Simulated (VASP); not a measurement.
# CdSiP2 (I-42d) in VASP: relaxation of cell and atoms with PBE

Aim: the relaxation of cell and atoms of CdSiP2 with PBE.

Program: VASP 6.6.1. These are calculated values, not measurements. Logs are shortened: lines on timing, memory, paths and dates and some standing lists are left out, and cuts for length are marked.

## (1) The cell of the first run

The structure is tetragonal, space group I-42d (No. 122). The conventional cell has a = 5.687 Å, b = 5.687 Å, c = 10.497 Å, α = 90.00°, β = 90.00°, γ = 90.00°. Cd (site symmetry -4) has 4 P at 2.57 Å within 3.4 Å. Within 3.0 Å of Si (site symmetry -4) lie 4 P at 2.25 Å. P (site symmetry 2) has 2 Si at 2.25 Å and 2 Cd at 2.57 Å within 3.0 Å.

## (2) Relaxation of cell and atoms, PBE

Contents of INCAR:

```
SYSTEM = CdSiP2
PREC = Accurate ; ENCUT = 500
EDIFF = 1E-7 ; ISMEAR = 0
SIGMA = 0.02 ; LREAL = .False.
LASPH = .True. ; NELM = 120
ALGO = Normal ; ISIF = 3
LWAVE = .False. ; LCHARG = .False.
GGA = PE ; IBRION = 2
NSW = 100 ; EDIFFG = -0.005
GGA_COMPAT = .False. ; NELMIN = 4
```

Contents of KPOINTS:

```
regular mesh
0
Gamma
  8 8 8
  0 0 0
```

Contents of POSCAR:

```
CdSiP2
1.0
   -2.8436137418      2.8436137418      5.2485579018
    2.8436137418     -2.8436137418      5.2485579018
    2.8436137418      2.8436137418     -5.2485579018
Cd Si P
2 2 4
Direct
    0.7500000000      0.2500000000      0.5000000000
    0.0000000000      0.0000000000      0.0000000000
    0.5000000000      0.5000000000      0.0000000000
    0.2500000000      0.7500000000      0.5000000000
    0.8750000000      0.8281283000      0.4531283000
    0.1718717000      0.6250000000      0.0468717000
    0.3750000000      0.4218717000      0.5468717000
    0.5781283000      0.1250000000      0.9531283000
```

Potentials or basis: VASP PAW PBE potentials, release 64 (Cd, Si, P).

Launch:

```
cat potpaw_PBE.64/Cd/POTCAR potpaw_PBE.64/Si/POTCAR potpaw_PBE.64/P/POTCAR > POTCAR
mpirun -np 1 vasp_std > vasp.out
```

OUTCAR:

```text
SYSTEM = CdSiP2
   PREC = Accurate
   ENCUT = 500
   EDIFF = 1E-7
   ISMEAR = 0
   LREAL = .False.
   LASPH = .True.
   NELM = 120
   ISIF = 3
   GGA = PE
   IBRION = 2
   NSW = 100
   EDIFFG = -0.005
   NELMIN = 4

 ion  position               nearest neighbor table
   1  0.750  0.250  0.500-   7 2.57   8 2.57   6 2.57   5 2.57
   2  0.000  0.000  0.000-   6 2.57   5 2.57   8 2.57   7 2.57
   3  0.500  0.500  0.000-   5 2.25   6 2.25   7 2.25   8 2.25
   4  0.250  0.750  0.500-   5 2.25   6 2.25   7 2.25   8 2.25
   5  0.875  0.828  0.453-   3 2.25   4 2.25   2 2.57   1 2.57
   6  0.172  0.625  0.047-   3 2.25   4 2.25   2 2.57   1 2.57
   7  0.375  0.422  0.547-   3 2.25   4 2.25   1 2.57   2 2.57
   8  0.578  0.125  0.953-   3 2.25   4 2.25   1 2.57   2 2.57

  LATTYP: Found a body centered tetragonal cell.
 ALAT       =     5.6872274836
 C/A-ratio  =     1.8457351730

  Lattice vectors:

 A1 = (  -2.8436137418,   2.8436137418,   5.2485579018)
 A2 = (   2.8436137418,  -2.8436137418,   5.2485579018)
 A3 = (   2.8436137418,   2.8436137418,  -5.2485579018)

Analysis of symmetry for initial positions (statically):
=====================================================================
 Subroutine PRICEL returns:
 Original cell was already a primitive cell.

 Routine SETGRP: Setting up the symmetry group for a
 body centered tetragonal supercell.

 Subroutine GETGRP returns: Found  8 space group operations
 (whereof  4 operations were pure point group operations)
 out of a pool of 16 trial point group operations.

The static configuration has the point symmetry S_4 .
 The point group associated with its full space group is D_2d.

Analysis of symmetry for dynamics (positions and initial velocities):
=====================================================================
 Subroutine PRICEL returns:
 Original cell was already a primitive cell.

 Routine SETGRP: Setting up the symmetry group for a
 body centered tetragonal supercell.

 Subroutine GETGRP returns: Found  8 space group operations
 (whereof  4 operations were pure point group operations)
 out of a pool of 16 trial point group operations.

The dynamic configuration has the point symmetry S_4 .
 The point group associated with its full space group is D_2d.

 Subroutine INISYM returns: Found  8 space group operations
 (whereof  4 operations are pure point group operations),
 and found     1 'primitive' translations

----------------------------------------------------------------------------------------

                                     Primitive cell

  volume of cell :     169.7623

  direct lattice vectors                    reciprocal lattice vectors
    -2.843613742  2.843613742  5.248557902     0.000000000  0.175832601  0.095264263
     2.843613742 -2.843613742  5.248557902     0.175832601  0.000000000  0.095264263
     2.843613742  2.843613742 -5.248557902     0.175832601  0.175832601  0.000000000

  length of vectors
     6.612082749  6.612082749  6.612082749     0.199980957  0.199980957  0.248664849

  position of ions in fractional coordinates (direct lattice)
     0.750000000  0.250000000  0.500000000
     0.000000000  0.000000000  0.000000000
     0.500000000  0.500000000  0.000000000
     0.250000000  0.750000000  0.500000000
     0.875000000  0.828128300  0.453128300
     0.171871700  0.625000000  0.046871700
     0.375000000  0.421871700  0.546871700
     0.578128300  0.125000000  0.953128300

  ion indices of the primitive-cell ions
   primitive index   ion index
                 1           1
                 2           2
                 3           3
                 4           4
                 5           5
                 6           6
                 7           7
                 8           8

----------------------------------------------------------------------------------------

 KPOINTS: regular mesh

Automatic generation of k-mesh.
 Grid dimensions read from file:
 generate k-points for:    8    8    8

 Generating k-lattice:

  Cartesian coordinates                     Fractional coordinates (reciprocal lattice)
     0.000000000  0.021979075  0.011908033     0.125000000 -0.000000000  0.000000000
     0.021979075  0.000000000  0.011908033    -0.000000000  0.125000000  0.000000000
     0.021979075  0.021979075  0.000000000     0.000000000  0.000000000  0.125000000

  Length of vectors
     0.024997620  0.024997620  0.031083106

  Shift w.r.t. Gamma in fractional coordinates (k-lattice)
     0.000000000  0.000000000  0.000000000

 Subroutine IBZKPT returns following result:
 ===========================================

 Found     59 irreducible k-points:

 Following reciprocal coordinates:
            Coordinates               Weight
  0.000000  0.000000  0.000000      1.000000
  0.125000  0.000000 -0.000000      8.000000
  0.250000  0.000000 -0.000000      8.000000
  0.375000  0.000000 -0.000000      8.000000
  0.500000  0.000000 -0.000000      4.000000
  0.125000  0.125000 -0.000000      8.000000
[... 16 lines left out ...]
  0.250000  0.125000  0.125000     16.000000
  0.375000  0.125000  0.125000      8.000000
 [... further k-points ...]
   k-points           NKPTS =     59   k-points in BZ     NKDIM =     59   number of bands    NBANDS=     31
   number of dos      NEDOS =    301   number of ions     NIONS =      8
   total plane-waves  NPLWV = 110592
   dimension x,y,z NGX =    48 NGY =   48 NGZ =   48
   dimension x,y,z NGXF=    96 NGYF=   96 NGZF=   96
   ions per type =               2   2   4
   NGX,Y,Z   is equivalent  to a cutoff of  12.07, 12.07, 12.07 a.u.
   NGXF,Y,Z  is equivalent  to a cutoff of  24.14, 24.14, 24.14 a.u.
 SYSTEM =  CdSiP2
   PREC   = accura    normal or accurate (medium, high low for compatibility)
   ISTART =      0    job   : 0-new  1-cont  2-samecut
   ICHARG =      2    charge: 1-file 2-atom 10-const
   ISPIN  =      1    spin polarized calculation?
   LNONCOLLINEAR =      F non collinear calculations
   LSORBIT =      F    spin-orbit coupling
   LASPH  =      T    aspherical Exc in radial PAW
   ENCUT  =  500.0 eV  36.75 Ry    6.06 a.u.  12.06 12.06 12.06*2*pi/ulx,y,z
   NELM   =    120;   NELMIN=  4; NELMDL= -5     # of ELM steps
   EDIFF  = 0.1E-06   stopping-criterion for ELM
   LREAL  =      F    real-space projection
   EDIFFG = -.5E-02   stopping-criterion for IOM
   NSW    =    100    number of steps for IOM
   IBRION =      2    ionic relax: 0-MD 1-quasi-New 2-CG
   NFREE  =      1    steps in history (QN), initial steepest desc. (CG)
   ISIF   =      3    stress and relaxation
   ISYM   =      2    0-nonsym 1-usesym 2-fastsym
   POTIM  = 0.5000    time-step for ionic-motion
   TEBEG  =    0.0;   TEEND  =   0.0 temperature during run
   PSTRESS=    0.0 pullay stress
   NELECT =      52.0000    total number of electrons
   NUPDOWN=      -1.0000    fix difference up-down
   EMIN   =  10.00;   EMAX   =-10.00  energy-range for DOS
   EFERMI =   0.00;   METHOD = LEGACY
   ISMEAR =     0;   SIGMA  =   0.02  broadening in eV -4-tet -1-fermi 0-gaus
   EFERMI_NEDOS =   21; number of points for ismear=-14 and -15
   IALGO  =     38    algorithm
   IMIX   =      4    mixing-type and parameters
     AMIX     =   0.40;   BMIX     =  1.00
     AMIX_MAG =   1.60;   BMIX_MAG =  1.00
  volume/ion in A,a.u.               =      21.22       143.20
  Fermi-wavevector in a.u.,A,eV,Ry     =   1.103559  2.085424 16.569752  1.217842
  Thomas-Fermi vector in A             =   2.240019
   LORBIT       =      0    0 simple, 1 ext, 2 COOP (PROOUT), +10 PAW based schemes
   GGA     = PE    functional components
   LHFCALC =     F    Hartree Fock is set to
   AEXX    =    0.0000 exact exchange contribution
   IVDW    =     0    specifies the selected vdW correction
   LEPSILON=     F    determine dielectric tensor
   LRPA    =     F    only Hartree local field effects (RPA)
 conjugate gradient relaxation of ions
 non-spin polarized calculation
 Gauss-broadening in eV      SIGMA  =   0.02
  energy-cutoff  :      500.00
  volume of cell :      169.76
 maximum number of plane-waves:      4352
   NGX = 25   NGY = 25   NGZ = 25

--------------------------------------- Ionic step        1  -------------------------------------------

 number of electron      51.9999997 magnetization

 Free energy of the ion-electron system (eV)
  ---------------------------------------------------
  ext. energy  EPLUGINS =         0.00000000
  ---------------------------------------------------
  free energy    TOTEN  =       -35.56694900 eV

  energy without entropy =      -35.56694900  energy(sigma->0) =      -35.56694900

------------------------ aborting loop because EDIFF is reached ----------------------------------------

  FORCE on cell =-STRESS in cart. coord.  units (eV):
  Direction    XX          YY          ZZ          XY          YZ          ZX
  --------------------------------------------------------------------------------------
  -------------------------------------------------------------------------------------
  Total        1.9122209      1.9122209      1.8249917      0.0000000      0.0000000      0.0000000
  in kB       18.0471014     18.0471014     17.2238520      0.0000000      0.0000000      0.0000000
  external PRESSURE =      17.7726849 kB  Pullay stress =       0.0000000 kB
[... 237 lines left out ...]
  energy  without entropy=      -35.5879179605  energy(sigma->0) =      -35.58791796

--------------------------------------- Ionic step        7  -------------------------------------------

 number of electron      52.0000009 magnetization

 Free energy of the ion-electron system (eV)
  ---------------------------------------------------
  ext. energy  EPLUGINS =         0.00000000
  ---------------------------------------------------
  free energy    TOTEN  =       -35.58792801 eV

  energy without entropy =      -35.58792801  energy(sigma->0) =      -35.58792801

 E-fermi :   3.9042     XC(G=0):  -9.5199

 val. band max:        3.7993633455   @ k =   0.0000   0.0000   0.0000
 cond. band min:       5.2225743862   @ k =   0.0000   0.0000   0.0000
 fundamental gap:      1.4232110407
 Fermi energy:         3.9042384679

 k-point     1 :       0.0000    0.0000    0.0000
  band No.  band energies     occupation
      1      -8.7263      2.00000
      2      -6.2885      2.00000
      3      -6.2742      2.00000
      4      -6.2742      2.00000
      5      -4.8287      2.00000
      6      -4.2700      2.00000
[... 805 lines left out ...]
     30       7.1596      0.00000
     31       7.6132      0.00000

 [... further k-points ...]
[... 5 lines left out ...]
  --------------------------------------------------------------------------------------
  -------------------------------------------------------------------------------------
  Total        0.0001602      0.0001602      0.0206806      0.0000000     -0.0000000      0.0000000
  in kB        0.0014786      0.0014786      0.1909312      0.0000000     -0.0000000      0.0000000
  external PRESSURE =       0.0646295 kB  Pullay stress =       0.0000000 kB
[... 23 lines left out ...]
  FREE ENERGIE OF THE ION-ELECTRON SYSTEM (eV)
  ---------------------------------------------------
  free  energy   TOTEN  =       -35.5879280102 eV

  energy  without entropy=      -35.5879280102  energy(sigma->0) =      -35.58792801

 reached required accuracy - stopping structural energy minimisation
```

Run time: 24 min. Hardware: 1 thread of AMD EPYC 7R43 (Zen 3), shared host; peak memory 0.47 GiB.

What came out:

- Free energy: -35.5879 eV
- Relaxed volume: 21.69 Å³/atom
- Relaxed cell: a = 6.661 Å, b = 6.661 Å, c = 6.661 Å, α = 129.06°, β = 129.06°, γ = 74.91°
- Space group after relaxing (to 0.05 Å): I-42d (No. 122)
- Energy gained by relaxing: 2.6 meV/atom
- Ionic steps: 7
- Pressure after relaxing: 0.0 GPa
- Band gap on the k mesh: 1.42 eV, direct

The path:
```csv
step,energy change (eV),largest force (eV/Å),pressure (GPa),volume (Å³)
1,0.0000,0.0712,1.78,169.76
2,-0.0152,0.0207,-0.88,175.61
3,-0.0210,0.0099,0.00,173.56
4,-0.0209,0.0087,-0.03,173.64
5,-0.0210,0.0056,0.01,173.53
6,-0.0210,0.0053,0.02,173.52
7,-0.0210,0.0016,0.01,173.54
```

Final structure:
```cif
data_structure
_symmetry_space_group_name_H-M 'P 1'
_symmetry_Int_Tables_number 1
_cell_length_a 6.6610
_cell_length_b 6.6610
_cell_length_c 6.6610
_cell_angle_alpha 129.062
_cell_angle_beta 129.062
_cell_angle_gamma 74.911
_cell_volume 173.54
loop_
_atom_site_label
_atom_site_type_symbol
_atom_site_fract_x
_atom_site_fract_y
_atom_site_fract_z
_atom_site_occupancy
Cd1 Cd 0.75000 0.25000 0.50000 1
Cd2 Cd 0.00000 0.00000 0.00000 1
Si1 Si 0.50000 0.50000 0.00000 1
Si2 Si 0.25000 0.75000 0.50000 1
P1 P 0.87500 0.82867 0.45367 1
P2 P 0.17133 0.62500 0.04633 1
P3 P 0.37500 0.42133 0.54633 1
P4 P 0.57867 0.12500 0.95367 1
```
